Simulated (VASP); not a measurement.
A run of VASP 6.6.1:

INCAR

```
PREC = Accurate
ENCUT = 520
EDIFF = 1E-6
ISMEAR = -1
SIGMA = 0.1
LREAL = False
LASPH = True
NELM = 60
ALGO = Normal
ISIF = 2
LWAVE = False
LCHARG = False
GGA = PE
NBANDS = 10
```

Contents of KPOINTS:

```
regular mesh
0
Gamma
  17 17 17
```

POSCAR

```
Ir
1.0
    0.0000000000      1.9357497200      1.9357497200
    1.9357497200      0.0000000000      1.9357497200
    1.9357497200      1.9357497200      0.0000000000
Ir
1
Direct
    0.0000000000      0.0000000000      0.0000000000
```

Potentials or basis: VASP PAW PBE potentials, release 64 (Ir).

Launch:

```bash
$ cat potpaw_PBE.64/Ir/POTCAR > POTCAR
$ mpirun -np 1 vasp_std > vasp.out
```

Hardware: 1 thread of Intel Xeon 8259CL, on a shared host.

Problem. How long does it take, and how much memory?

Solution. Wall time 33 s on 1 thread of Intel Xeon 8259CL (shared host), peak memory 0.12 GiB. Counts: scf iterations 12, k points 165.
